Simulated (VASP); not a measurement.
# AlNi3 (Pm-3m) in VASP: a series of runs

AlNi3 is run at these levels: PBEsol, PBE; tasks: single point.

All numbers are computed with VASP 6.6.1; they aren't measurements. Logs are shortened: lines on timing, memory, paths and dates and some standing lists are left out, and cuts for length are marked.

## 1. The cell of the first run

The structure is cubic, space group Pm-3m (No. 221). The conventional cell has a = 3.523 Å, b = 3.523 Å, c = 3.523 Å, α = 90.00°, β = 90.00°, γ = 90.00°. Ni (site symmetry 4/mmm) has 8 Ni at 2.49 Å and 4 Al at 2.49 Å within 3.3 Å. Al (site symmetry m-3m) has 12 Ni at 2.49 Å within 3.3 Å.

## 2. Single point, PBEsol, collinear spin, ferrimagnetic start

Input file INCAR:

```
PREC = Accurate
ENCUT = 520
EDIFF = 1E-6
ISMEAR = -1
SIGMA = 0.05
LREAL = False
LASPH = True
NELM = 150
ALGO = Fast
ISIF = 2
LWAVE = False
LCHARG = False
ISPIN = 2
MAGMOM = 1 -1 1 0
LORBIT = 11
LMAXMIX = 4
GGA = PS
NBANDS = 28
```

Input file KPOINTS:

```
Automatic mesh
0
Gamma
  6 6 6
```

Input file POSCAR:

```
AlNi3
1.0
    3.5230547267      0.0000000000      0.0000000000
    0.0000000000      3.5230547267      0.0000000000
    0.0000000000      0.0000000000      3.5230547267
Ni Al
3 1
Direct
    0.5000000000      0.5000000000      0.0000000000
    0.5000000000      0.0000000000      0.5000000000
    0.0000000000      0.5000000000      0.5000000000
    0.0000000000      0.0000000000      0.0000000000
```

Potentials or basis: VASP PAW PBE potentials, release 64 (Ni, Al).

Command:

```bash
cat potpaw_PBE.64/Ni/POTCAR potpaw_PBE.64/Al/POTCAR > POTCAR
mpirun -np 1 vasp_std > vasp.out
```

OUTCAR:

```text
PREC = Accurate
   ENCUT = 520
   EDIFF = 1E-6
   ISMEAR = -1
   LREAL = False
   LASPH = True
   NELM = 150
   ISIF = 2
   ISPIN = 2
   LORBIT = 11
   GGA = PS

 ion  position               nearest neighbor table
   1  0.500  0.500  0.000-   2 2.49   3 2.49   4 2.49   2 2.49   3 2.49   2 2.49   4 2.49   2 2.49
                             3 2.49   4 2.49   3 2.49   4 2.49
   2  0.500  0.000  0.500-   1 2.49   3 2.49   4 2.49   1 2.49   4 2.49   1 2.49   3 2.49   1 2.49
                             3 2.49   4 2.49   4 2.49   3 2.49
   3  0.000  0.500  0.500-   1 2.49   2 2.49   4 2.49   1 2.49   4 2.49   2 2.49   4 2.49   4 2.49
                             1 2.49   2 2.49   1 2.49   2 2.49
   4  0.000  0.000  0.000-   1 2.49   2 2.49   3 2.49   2 2.49   3 2.49   1 2.49   3 2.49   3 2.49
                             1 2.49   2 2.49   2 2.49   1 2.49

  LATTYP: Found a simple cubic cell.
 ALAT       =     3.5230547267

  Lattice vectors:

 A1 = (   3.5230547267,   0.0000000000,   0.0000000000)
 A2 = (   0.0000000000,   3.5230547267,   0.0000000000)
 A3 = (   0.0000000000,   0.0000000000,   3.5230547267)

Analysis of symmetry for initial positions (statically):
=====================================================================
 Subroutine PRICEL returns:
 Original cell was already a primitive cell.

 Routine SETGRP: Setting up the symmetry group for a
 simple cubic supercell.

 Subroutine GETGRP returns: Found 48 space group operations
 (whereof 48 operations were pure point group operations)
 out of a pool of 48 trial point group operations.

The static configuration has the point symmetry O_h .

Analysis of symmetry for dynamics (positions and initial velocities):
=====================================================================
 Subroutine PRICEL returns:
 Original cell was already a primitive cell.

 Routine SETGRP: Setting up the symmetry group for a
 simple cubic supercell.

 Subroutine GETGRP returns: Found 48 space group operations
 (whereof 48 operations were pure point group operations)
 out of a pool of 48 trial point group operations.

The dynamic configuration has the point symmetry O_h .

Analysis of structural, dynamic, and magnetic symmetry:
=====================================================================
 Subroutine PRICEL returns:
 Original cell was already a primitive cell.

 Routine SETGRP: Setting up the symmetry group for a
 simple cubic supercell.

 Subroutine GETGRP returns: Found 16 space group operations
 (whereof 16 operations were pure point group operations)
 out of a pool of 48 trial point group operations.

The overall configuration has the point symmetry D_4h.

 Subroutine INISYM returns: Found 16 space group operations
 (whereof 16 operations are pure point group operations),
 and found     1 'primitive' translations

----------------------------------------------------------------------------------------

                                     Primitive cell

  volume of cell :      43.7279

  direct lattice vectors                    reciprocal lattice vectors
     3.523054727  0.000000000  0.000000000     0.283844583  0.000000000  0.000000000
     0.000000000  3.523054727  0.000000000     0.000000000  0.283844583  0.000000000
     0.000000000  0.000000000  3.523054727     0.000000000  0.000000000  0.283844583

  length of vectors
     3.523054727  3.523054727  3.523054727     0.283844583  0.283844583  0.283844583

  position of ions in fractional coordinates (direct lattice)
     0.500000000  0.500000000  0.000000000
     0.500000000  0.000000000  0.500000000
     0.000000000  0.500000000  0.500000000
     0.000000000  0.000000000  0.000000000

  ion indices of the primitive-cell ions
   primitive index   ion index
                 1           1
                 2           2
                 3           3
                 4           4

----------------------------------------------------------------------------------------

 KPOINTS: Automatic mesh

Automatic generation of k-mesh.
 Grid dimensions read from file:
[... 45 lines left out ...]
   GGA     = PS    functional components
   LHFCALC =     F    Hartree Fock is set to
   AEXX    =    0.0000 exact exchange contribution
   IVDW    =     0    specifies the selected vdW correction
   LEPSILON=     F    determine dielectric tensor
   LRPA    =     F    only Hartree local field effects (RPA)
 spin polarized calculation
 RMM-DIIS sequential band-by-band and
  energy-cutoff  :      520.00
  volume of cell :       43.73
 maximum number of plane-waves:      1208
 NGX is ok and might be reduce to    28
   NGX = 13   NGY = 13   NGZ = 13

 number of electron      32.9999980 magnetization       0.6570065

 Free energy of the ion-electron system (eV)
  ---------------------------------------------------
  ext. energy  EPLUGINS =         0.00000000
  ---------------------------------------------------
  free energy    TOTEN  =       -24.30715645 eV

  energy without entropy =      -24.27604585  energy(sigma->0) =      -24.29160115

 E-fermi :   9.7555     XC(G=0): -13.0036

 val. band max:        9.7329389689   @ k =   0.3333   0.1667   0.3333
 cond. band min:       9.7746356357   @ k =   0.0000   0.0000   0.0000
 fundamental gap:      0.0416966667
 Fermi energy:         9.7554801129

 spin component 1

 k-point     1 :       0.0000    0.0000    0.0000
  band No.  band energies     occupation
      1      -0.4085      1.00000
      2       5.2808      1.00000
      3       5.9735      1.00000
      4       5.9735      1.00000
      5       6.3417      1.00000
      6       6.3417      1.00000
[... 733 lines left out ...]
     27      24.0212      0.00000
     28      24.2173      0.00000

 [... further k-points ...]

 spin component 2

 k-point     1 :       0.0000    0.0000    0.0000
  band No.  band energies     occupation
      1      -0.4256      1.00000
      2       5.3704      1.00000
      3       6.1116      1.00000
      4       6.1117      1.00000
      5       6.5912      1.00000
      6       6.5912      1.00000
[... 733 lines left out ...]
     27      24.0500      0.00000
     28      24.2496      0.00000

 [... further k-points ...]

------------------------ aborting loop because EDIFF is reached ----------------------------------------

  FORCE on cell =-STRESS in cart. coord.  units (eV):
  Direction    XX          YY          ZZ          XY          YZ          ZX
  --------------------------------------------------------------------------------------
  -------------------------------------------------------------------------------------
  Total       -0.1475033     -0.1476105     -0.1475033      0.0000000      0.0000000     -0.0000000
  in kB       -5.4044832     -5.4084121     -5.4044832      0.0000000      0.0000000     -0.0000000
  external PRESSURE =      -5.4057929 kB  Pullay stress =       0.0000000 kB

 VOLUME and BASIS-vectors are now :
 -----------------------------------------------------------------------------
  energy-cutoff  :      520.00
  volume of cell :       43.73
      direct lattice vectors                 reciprocal lattice vectors
     3.523054727  0.000000000  0.000000000     0.283844583  0.000000000  0.000000000
     0.000000000  3.523054727  0.000000000     0.000000000  0.283844583  0.000000000
     0.000000000  0.000000000  3.523054727     0.000000000  0.000000000  0.283844583

 POSITION                                       TOTAL-FORCE (eV/Angst)
 -----------------------------------------------------------------------------------
      1.76153      1.76153      0.00000         0.000000      0.000000      0.000000
      1.76153      0.00000      1.76153         0.000000      0.000000      0.000000
      0.00000      1.76153      1.76153         0.000000      0.000000      0.000000
      0.00000      0.00000      0.00000         0.000000      0.000000      0.000000
 -----------------------------------------------------------------------------------
    total drift:                                0.000000      0.000000      0.000000

  FREE ENERGIE OF THE ION-ELECTRON SYSTEM (eV)
  ---------------------------------------------------
  free  energy   TOTEN  =       -24.3071564451 eV

  energy  without entropy=      -24.2760458492  energy(sigma->0) =      -24.29160115

 total charge

# of ion       s       p       d       tot
------------------------------------------
    1        0.511   0.550   8.395   9.455
    2        0.511   0.550   8.395   9.456
    3        0.511   0.550   8.395   9.455
    4        0.410   0.404   0.000   0.815
--------------------------------------------------
tot          1.943   2.054  25.184  29.181

 magnetization (x)

# of ion       s       p       d       tot
------------------------------------------
    1       -0.002  -0.007   0.240   0.231
    2       -0.002  -0.007   0.240   0.231
    3       -0.002  -0.007   0.240   0.231
    4       -0.000  -0.008   0.000  -0.008
--------------------------------------------------
tot         -0.007  -0.029   0.721   0.685
```

It took 2.4 min on 1 thread of Intel Xeon 8259CL, shared host; peak memory 0.22 GiB.

Results:

- Free energy: -24.3072 eV
- Pressure: -0.5 GPa
- Net moment: 0.66 μB per cell
- Site moments: Ni +0.23; Al -0.01 μB
- Valence electrons inside the program's atomic spheres: Ni 9.46; Al 0.81

Levels at points of the mesh, in eV from the Fermi level:
Spin up:
```
           k point  band 13  band 14  band 15  band 16  band 17  band 18  band 19  band 20  band 21  band 22
(0.00, 0.00, 0.00)    -0.23    -0.04    -0.04    -0.04     0.88     0.88     0.88     6.74     6.74     7.61
(0.50, 0.00, 0.00)    -1.23    -1.18    -1.05    -0.49    -0.03     5.67     5.67     5.68     5.68     6.56
(0.00, 0.50, 0.00)    -1.23    -1.18    -1.05    -0.49    -0.03     5.67     5.67     5.68     5.68     6.56
(0.50, 0.50, 0.00)    -1.32    -1.22    -0.98    -0.97    -0.57     0.91     0.91     8.31     8.31     8.42
(0.50, 0.00, 0.50)    -1.32    -1.22    -0.98    -0.97    -0.57     0.91     0.91     8.31     8.31     8.42
(0.50, 0.50, 0.50)    -1.32    -1.08    -1.08    -0.25    -0.22    -0.22    -0.22     3.63     4.17     4.17
```
Spin down:
| k point | band 13 | band 14 | band 15 | band 16 | band 17 | band 18 | band 19 | band 20 |
| --- | --- | --- | --- | --- | --- | --- | --- | --- |
| (0.00, 0.00, 0.00) | 0.02 | 0.34 | 0.34 | 0.34 | 0.86 | 0.86 | 0.86 | 6.82 |
| (0.50, 0.00, 0.00) | -0.96 | -0.96 | -0.84 | -0.30 | 0.34 | 5.72 | 5.72 | 5.74 |
| (0.00, 0.50, 0.00) | -0.96 | -0.96 | -0.84 | -0.30 | 0.34 | 5.72 | 5.72 | 5.74 |
| (0.50, 0.50, 0.00) | -1.15 | -1.10 | -0.79 | -0.63 | -0.44 | 1.17 | 1.17 | 8.35 |
| (0.50, 0.00, 0.50) | -1.15 | -1.10 | -0.79 | -0.63 | -0.44 | 1.17 | 1.17 | 8.35 |
| (0.50, 0.50, 0.50) | -1.16 | -0.90 | -0.90 | -0.25 | 0.10 | 0.10 | 0.10 | 3.72 |

Caveat: the PAW data sets were made with another functional, which shifts forces and pressure a little.

## 3. Single point, PBEsol, collinear spin, ferrimagnetic start

Input file INCAR:

```
SYSTEM = AlNi3
ALGO = Normal
EDIFF = 1E-6
ENCUT = 520
GGA = PS
ISIF = 2
ISMEAR = -1
ISPIN = 2
LASPH = .TRUE.
LCHARG = .FALSE.
LMAXMIX = 4
LORBIT = 11
LREAL = .FALSE.
LWAVE = .FALSE.
MAGMOM = 1 -0.5 1 0
NBANDS = 28
NELM = 150
PREC = Accurate
SIGMA = 0.05
```

Input file KPOINTS:

```
k-points
0
G
  6 6 6
  0 0 0
```

POSCAR is that of step 2.

Potentials or basis: VASP PAW PBE potentials, release 64 (Ni, Al).

Command:

```bash
cat potpaw_PBE.64/Ni/POTCAR potpaw_PBE.64/Al/POTCAR > POTCAR
mpirun -np 1 vasp_std > vasp.out
```

It took 2.4 min on 1 thread of Intel Xeon 8259CL, shared host; peak memory 0.21 GiB.

It converged, with:

| Item | Value |
| --- | --- |
| Free energy | -24.3072 eV |
| Pressure | -0.4 GPa |
| Net moment | 0.66 μB per cell |
| Site moments | Ni +0.23; Al -0.01 μB |
| Valence electrons inside the program's atomic spheres | Ni 9.46; Al 0.81 |

Levels at points of the mesh, in eV from the Fermi level:
Spin up:
| k point | band 15 | band 16 | band 17 | band 18 | band 19 | band 20 |
| --- | --- | --- | --- | --- | --- | --- |
| (0.00, 0.00, 0.00) | -0.04 | -0.04 | 0.88 | 0.88 | 0.88 | 6.74 |
| (0.50, 0.00, 0.00) | -1.05 | -0.49 | -0.03 | 5.67 | 5.67 | 5.68 |
| (0.00, 0.50, 0.00) | -1.05 | -0.49 | -0.03 | 5.67 | 5.67 | 5.68 |
| (0.50, 0.50, 0.00) | -0.98 | -0.97 | -0.57 | 0.91 | 0.91 | 8.31 |
| (0.50, 0.00, 0.50) | -0.98 | -0.97 | -0.57 | 0.91 | 0.91 | 8.31 |
| (0.50, 0.50, 0.50) | -1.08 | -0.25 | -0.22 | -0.22 | -0.22 | 3.63 |
Spin down:
| k point | band 12 | band 13 | band 14 | band 15 | band 16 | band 17 | band 18 | band 19 | band 20 | band 21 |
| --- | --- | --- | --- | --- | --- | --- | --- | --- | --- | --- |
| (0.00, 0.00, 0.00) | -0.37 | 0.02 | 0.34 | 0.34 | 0.34 | 0.86 | 0.86 | 0.86 | 6.83 | 6.83 |
| (0.50, 0.00, 0.00) | -1.03 | -0.96 | -0.96 | -0.84 | -0.30 | 0.34 | 5.72 | 5.72 | 5.74 | 5.74 |
| (0.00, 0.50, 0.00) | -1.03 | -0.96 | -0.96 | -0.84 | -0.30 | 0.34 | 5.72 | 5.72 | 5.74 | 5.74 |
| (0.50, 0.50, 0.00) | -1.15 | -1.15 | -1.10 | -0.79 | -0.63 | -0.44 | 1.17 | 1.17 | 8.35 | 8.35 |
| (0.50, 0.00, 0.50) | -1.15 | -1.15 | -1.10 | -0.79 | -0.63 | -0.44 | 1.17 | 1.17 | 8.35 | 8.35 |
| (0.50, 0.50, 0.50) | -1.16 | -1.16 | -0.90 | -0.90 | -0.25 | 0.10 | 0.10 | 0.10 | 3.72 | 4.35 |

Caveat: the PAW data sets were made with another functional, which shifts forces and pressure a little.

## 4. Single point, PBEsol, collinear spin

Input file INCAR:

```
SYSTEM = AlNi3
PREC = Accurate
ENCUT = 520
EDIFF = 1E-7
ISMEAR = -1
SIGMA = 0.05
LREAL = .False.
LASPH = .True.
NELM = 150
ALGO = Normal
ISIF = 2
LWAVE = .False.
LCHARG = .False.
ISPIN = 2
MAGMOM = -0.06 0.59 -0.79 0
LORBIT = 11
LMAXMIX = 4
GGA = PS
NBANDS = 28
```

Input file KPOINTS:

```
Automatic mesh
0
Gamma
  6 6 6
  0 0 0
```

POSCAR is that of step 3.

Command:

```bash
cat potpaw_PBE.64/Ni/POTCAR potpaw_PBE.64/Al/POTCAR > POTCAR
mpirun -np 1 vasp_std > vasp.out
```

It took 8.4 min on 1 thread of Intel Xeon 8259CL, shared host; peak memory 0.25 GiB.

The run converged. Its results:

```
Free energy                                           : -24.2987 eV
Pressure                                              : -0.7 GPa
Net moment                                            : 0.00 μB per cell
Valence electrons inside the program's atomic spheres : Ni 9.46; Al 0.81
```

Levels at points of the mesh, in eV from the Fermi level:
Spin up:
```tsv
k point	band 15	band 16	band 17	band 18	band 19	band 20
(0.00, 0.00, 0.00)	0.20	0.20	0.91	0.91	0.91	6.82
(0.50, 0.00, 0.00)	-0.90	-0.35	0.20	5.74	5.74	5.75
(0.00, 0.50, 0.00)	-0.90	-0.35	0.20	5.74	5.74	5.75
(0.00, 0.00, 0.50)	-0.90	-0.35	0.20	5.74	5.74	5.75
(0.50, 0.50, 0.00)	-0.83	-0.76	-0.46	1.08	1.08	8.37
(0.00, 0.50, 0.50)	-0.83	-0.76	-0.46	1.08	1.08	8.37
(0.50, 0.00, 0.50)	-0.83	-0.76	-0.46	1.08	1.08	8.37
(0.50, 0.50, 0.50)	-0.94	-0.21	-0.01	-0.01	-0.01	3.71
```
Spin down:
| k point | band 13 | band 14 | band 15 | band 16 | band 17 | band 18 | band 19 | band 20 | band 21 | band 22 |
| --- | --- | --- | --- | --- | --- | --- | --- | --- | --- | --- |
| (0.00, 0.00, 0.00) | -0.06 | 0.20 | 0.20 | 0.20 | 0.91 | 0.91 | 0.91 | 6.82 | 6.82 | 7.68 |
| (0.50, 0.00, 0.00) | -1.05 | -1.05 | -0.90 | -0.35 | 0.20 | 5.74 | 5.74 | 5.75 | 5.75 | 6.62 |
| (0.00, 0.50, 0.00) | -1.05 | -1.05 | -0.90 | -0.35 | 0.20 | 5.74 | 5.74 | 5.75 | 5.75 | 6.62 |
| (0.00, 0.00, 0.50) | -1.05 | -1.05 | -0.90 | -0.35 | 0.20 | 5.74 | 5.74 | 5.75 | 5.75 | 6.62 |
| (0.50, 0.50, 0.00) | -1.19 | -1.11 | -0.83 | -0.76 | -0.46 | 1.08 | 1.08 | 8.37 | 8.37 | 8.47 |
| (0.00, 0.50, 0.50) | -1.19 | -1.11 | -0.83 | -0.76 | -0.46 | 1.08 | 1.08 | 8.37 | 8.37 | 8.47 |
| (0.50, 0.00, 0.50) | -1.19 | -1.11 | -0.83 | -0.76 | -0.46 | 1.08 | 1.08 | 8.37 | 8.37 | 8.47 |
| (0.50, 0.50, 0.50) | -1.19 | -0.94 | -0.94 | -0.21 | -0.01 | -0.01 | -0.01 | 3.71 | 4.30 | 4.30 |

Caveat: the PAW data sets were made with another functional, which shifts forces and pressure a little.

## 5. Single point, PBE, collinear spin, ferromagnetic start

Input file INCAR:

```
PREC     = Accurate       # precision mode
ENCUT    = 520            # plane-wave cutoff, eV
EDIFF    = 1E-6           # SCF threshold, eV
ISMEAR   = 0              # smearing method
SIGMA    = 0.027000000000000003 # smearing width, eV
LREAL    = False          # projectors in reciprocal space
LASPH    = True           # aspherical terms in the spheres
NELM     = 150            # most SCF steps
ALGO     = Normal         # electronic algorithm
ISIF     = 2              # what is computed and relaxed
LWAVE    = False          # write WAVECAR
LCHARG   = False          # write CHGCAR
ISPIN    = 2              # spin polarisation
MAGMOM   = 1 1 1 0        # initial moments
LORBIT   = 11             # projections on sites
LMAXMIX  = 4              # l up to which the mixer works
GGA      = PE             # functional
NBANDS   = 28             # bands
```

Input file KPOINTS:

```
Automatic mesh
0
Gamma
  8 8 8
```

POSCAR is that of step 4.

Command:

```bash
cat potpaw_PBE.64/Ni/POTCAR potpaw_PBE.64/Al/POTCAR > POTCAR
mpirun -np 1 vasp_std > vasp.out
```

Run time: 32 s. Hardware: 1 thread of Intel Xeon 6975P-C (Granite Rapids), shared host; peak memory 0.21 GiB.

Results (log left out):

```
Free energy                                           : -21.8573 eV
Pressure                                              : 7.4 GPa
Net moment                                            : 0.75 μB per cell
Site moments                                          : Ni +0.27; Al -0.01 μB
Valence electrons inside the program's atomic spheres : Ni 9.45; Al 0.82
```

Levels at points of the mesh, in eV from the Fermi level:
Spin up:
| k point | band 14 | band 15 | band 16 | band 17 | band 18 | band 19 | band 20 | band 21 |
| --- | --- | --- | --- | --- | --- | --- | --- | --- |
| (0.00, 0.00, 0.00) | -0.09 | -0.09 | -0.09 | 0.88 | 0.88 | 0.88 | 6.72 | 6.72 |
| (0.50, 0.00, 0.00) | -1.21 | -1.09 | -0.53 | -0.09 | 5.65 | 5.65 | 5.69 | 5.69 |
| (0.50, 0.50, 0.00) | -1.23 | -1.03 | -1.00 | -0.60 | 0.87 | 0.87 | 8.31 | 8.31 |
| (0.50, 0.50, 0.50) | -1.11 | -1.11 | -0.27 | -0.27 | -0.27 | -0.21 | 3.57 | 4.16 |
Spin down:
| k point | band 14 | band 15 | band 16 | band 17 | band 18 | band 19 |
| --- | --- | --- | --- | --- | --- | --- |
| (0.00, 0.00, 0.00) | 0.37 | 0.37 | 0.37 | 0.85 | 0.85 | 0.85 |
| (0.50, 0.00, 0.00) | -0.95 | -0.84 | -0.33 | 0.37 | 5.71 | 5.71 |
| (0.50, 0.50, 0.00) | -1.12 | -0.81 | -0.59 | -0.46 | 1.18 | 1.18 |
| (0.50, 0.50, 0.50) | -0.92 | -0.92 | -0.23 | 0.13 | 0.13 | 0.13 |

Caveat: the cell stands under pressure.

## 6. Overview

```csv
level,spin,k mesh,smearing,gap on the mesh (eV),pressure (GPa),moment (μB)
PBEsol,"collinear, ferrimagnetic start",6 × 6 × 6,fermi-dirac 0.05 eV,none,-0.4,0.66
PBEsol,collinear,6 × 6 × 6,fermi-dirac 0.05 eV,none,-0.7,0.00
PBE,"collinear, ferromagnetic start",8 × 8 × 8,gaussian 0.027 eV,none,7.4,0.75
```

Alike in all rows: task single point; potentials or basis VASP PAW PBE potentials, release 64 (Ni, Al); cell as given; cutoff (eV) 520.

The pressure there spans -0.7 GPa (PBEsol) to 7.4 GPa (PBE); a positive pressure means that this level wants a larger cell, a negative one a smaller.

Caveats: the PAW data sets were made with another functional, which shifts forces and pressure a little (at least some runs); the cell stands under pressure (at least some runs).

Absolute energies hang on the potentials; compare differences alone.
